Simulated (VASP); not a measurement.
Runs of VASP 6.6.1 on MgO. The structure is that of space group F-43m (No. 216), or close to it. The cells are those of the table. 

```csv
cell,cutoff (eV),gap on the mesh (eV),pressure (GPa)
"a = 3.331 Å, angles 60.0°, 2 atoms",600,(a),-6.9
"a = 3.116 Å, angles 60.0°, 2 atoms",520,4.27,20.4
"a = 3.173 Å, angles 60.0°, 2 atoms",600,3.94,10.7
"a = 3.280 Å, angles 60.0°, 2 atoms",600,3.37,-2.5
"a = 3.227 Å, angles 60.0°, 2 atoms",600,3.64,(b)
```

Alike in all rows: task single point; level PBE; potentials or basis VASP PAW PBE potentials, release 64 (Mg, O); no spin polarisation; k mesh 6 × 6 × 6; smearing gaussian 0.01 eV.

**Question.** Fill in the values left out.

**Answer.** (a) 3.13; (b) 3.3.

